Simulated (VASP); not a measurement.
Input of a VASP 6.6.1 run:

The input POSCAR:

```
SiC
1.0
    3.0753356298      0.0000000000      0.0000000000
   -1.5376678149      2.6633187805      0.0000000000
    0.0000000000      0.0000000000      5.0482216486
Si C
2 2
Direct
    0.3333333333      0.6666666667      0.0045987975
    0.6666666667      0.3333333333      0.5045987975
    0.3333333333      0.6666666667      0.3804012025
    0.6666666667      0.3333333333      0.8804012025
```

Contents of INCAR.step1:

```
ALGO = Normal
EDIFF = 1E-4
ENCUT = 600
GGA = PE
ISMEAR = 0
LASPH = T
LCHARG = F
LREAL = F
LWAVE = T
NELM = 60
PREC = Accurate
SIGMA = 0.01
```

File INCAR.step2:

```
ALGO = Normal
EDIFF = 1E-6
EDIFFG = -0.002
ENCUT = 600
IBRION = 2
ISIF = 3
ISMEAR = 0
ISTART = 1
LASPH = T
LCHARG = F
LMIXTAU = T
LREAL = F
LWAVE = F
METAGGA = R2SCAN
NELM = 60
NSW = 100
PREC = Accurate
PSTRESS = 150.0
SIGMA = 0.01
```

The input KPOINTS:

```
k-points
0
Gamma
  8 8 6
```

Potentials or basis: VASP PAW PBE potentials, release 64 (Si, C).

The run is started by

```sh
$ cat potpaw_PBE.64/Si/POTCAR potpaw_PBE.64/C/POTCAR > POTCAR
$ cp INCAR.step1 INCAR
$ mpirun -np 1 vasp_std > vasp.out
$ cp INCAR.step2 INCAR
$ mpirun -np 1 vasp_std > vasp.out
```

Question: What does it give for the relaxed cell?

Answer: a = 3.015 Å, b = 3.015 Å, c = 4.946 Å, α = 90.00°, β = 90.00°, γ = 120.00°.

Question: Estimate the band gap on the k mesh.

Answer: 2.85 eV, indirect (least direct gap 4.62 eV).

Question: Estimate the relaxed volume.

Answer: 9.73 Å³/atom.

Question: Predict the space group after relaxing (to 0.05 Å).

Answer: P6_3mc (No. 186).

Final structure:
```
CELL_PARAMETERS angstrom
3.01474 0.00000 0.00000
-1.50737 2.61084 0.00000
0.00000 0.00000 4.94564
ATOMIC_POSITIONS crystal
Si 0.33333 0.66667 0.00460
Si 0.66667 0.33333 0.50460
C 0.33333 0.66667 0.38040
C 0.66667 0.33333 0.88040
```

Caveat: the cell is relaxed towards a set pressure, so the enthalpy falls and the energy may rise; the PAW data sets were made with another functional, which shifts forces and pressure a little. r2SCAN opens gaps a little over a GGA but as a rule still falls short of measured ones.
